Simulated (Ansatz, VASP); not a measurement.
**Pb: VASP beside Ansatz**

File INCAR:

```
SYSTEM = Pb
PREC = Accurate
ENCUT = 520
EDIFF = 1E-7
ISMEAR = 0
SIGMA = 0.1
LREAL = .FALSE.
LASPH = .TRUE.
NELM = 100
ALGO = Fast
ISIF = 2
LWAVE = .FALSE.
LCHARG = .FALSE.
GGA = PE
IVDW = 12
NBANDS = 21
```

File KPOINTS:

```
Automatic mesh
0
G
  14 14 8
  0 0 0
```

Contents of POSCAR:

```
Pb
1.0
    2.9873088184     -1.7554331465     -0.4940265604
    2.9873088184      1.7554331465     -0.4940265604
   -3.0707306804      0.0000000000      6.3155465276
Pb
2
Direct
    0.0000055663      0.0000055663      0.2500010374
    0.9999944337      0.9999944337      0.7499989626
```

Input for Ansatz:

```yaml
crystal:
  lattice:
    - [2.9873088184, -1.7554331465, -0.4940265604]
    - [2.9873088184, 1.7554331465, -0.4940265604]
    - [-3.0707306804, 0.0, 6.3155465276]
  atoms:
    - { symbol: Pb, position: [5.5663e-06, 5.5663e-06, 0.2500010374] }
    - { symbol: Pb, position: [0.9999944337, 0.9999944337, 0.7499989626] }
basis:
  ecutwfc: 420
kpoints:
  mp_grid: { grid: [14, 14, 8] }
  band_path:
    path:
      - [[0.0, 0.0, 0.0], [-0.37621762, 0.37621762, 0.0]]
      - [[-0.62378238, -0.37621762, 0.0], [-0.5, -0.5, 0.0], [0.0, 0.0, 0.0], [-0.5, -0.5, 1.0], [-0.74963544, -0.25036456, 1.0]]
      - [[-0.25036456, 0.25036456, 1.0], [0.0, 0.0, 1.0], [0.0, 0.0, 0.0]]
      - [[-0.5, 0.0, 1.0], [0.0, 0.0, 0.0], [-0.5, 0.0, 0.0]]
    npoints: 14
hamiltonian:
  xc: pbe
  dispersion: d3bj
scf:
  occupations: { method: gaussian, width: 0.1 }
  n_extra_bands: 6
output:
  forces: true
  stress: true
  eigenvalues: true
  populations: true
  dos: { projected: true, de: 0.02, nscf_kmesh: { grid: [21, 21, 12] } }
  bader: true
  write_density: true
  write_potential: true
  elf: true
  volumetric_format: npy
```

Alike in both runs: task single point; functional PBE; dispersion D3(BJ); k mesh 14 × 14 × 8; occupations gaussian, width 0.1 eV; no spin polarisation.

```csv
,VASP,Ansatz
version,VASP 6.6.1,Ansatz 0.2.0
potentials or method,"VASP PAW PBE potentials, release 64 (Pb_d), cutoff 520 eV","scalar-relativistic, plane waves, PAW"
valence electrons in the cell,28,28
```

```csv
,VASP,Ansatz,Ansatz less VASP
gap on the k mesh at the Fermi level (eV),none,none,-
pressure (GPa),-0.1,0.0,+0.07
```

A gap of «none» marks a metal or a gap that the smearing closes. Ansatz's warnings: structure snapped to symmetry.

Neither program's run includes spin-orbit coupling.
